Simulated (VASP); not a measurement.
A run of VASP 6.6.1:

Contents of INCAR:

```
SYSTEM = La2O3
  PREC = Accurate
  ENCUT = 600
  EDIFF = 1E-6
  ISMEAR = -1
  SIGMA = 0.05
  LREAL = .FALSE.
  LASPH = .TRUE.
  NELM = 150
  ALGO = Normal
  ISIF = 3
  LWAVE = .FALSE.
  LCHARG = .FALSE.
  LMAXMIX = 6
  LDAU = .TRUE.
  LDAUTYPE = 2
  LDAUL = 3 -1
  LDAUU = 2 0
  LDAUJ = 0 0
  LDAUPRINT = 1
  IBRION = 2
  NSW = 60
  EDIFFG = -0.01
```

KPOINTS

```
Automatic mesh
0
G
  8 8 5
  0 0 0
```

Contents of POSCAR:

```
La2O3
1.0
    3.9307778780      0.0000000000      0.0000000000
   -1.9653889390      3.4041534990      0.0000000000
    0.0000000000      0.0000000000      6.1119535200
La O
2 3
Direct
    0.3333333333      0.6666666667      0.2462356800
    0.6666666667      0.3333333333      0.7537643200
    0.0000000000      0.0000000000      0.0000000000
    0.3333333333      0.6666666667      0.6458906500
    0.6666666667      0.3333333333      0.3541093500
```

Potentials or basis: VASP PAW LDA potentials, release 64 (La, O).

Command:

```sh
$ cat potpaw_LDA.64/La/POTCAR potpaw_LDA.64/O/POTCAR > POTCAR
$ mpirun -np 1 vasp_std > vasp.out
```

Hardware: 1 thread of AMD EPYC 9R45 96-Core Processor (Zen 5) (shared host).

Question: Estimate the wall time of this run.

Answer: It took 5.7 min on 1 thread of AMD EPYC 9R45 96-Core Processor (Zen 5), with other jobs on the host, peak memory 0.22 GiB. Counts: scf iterations 79, k points 40, ion steps 10.
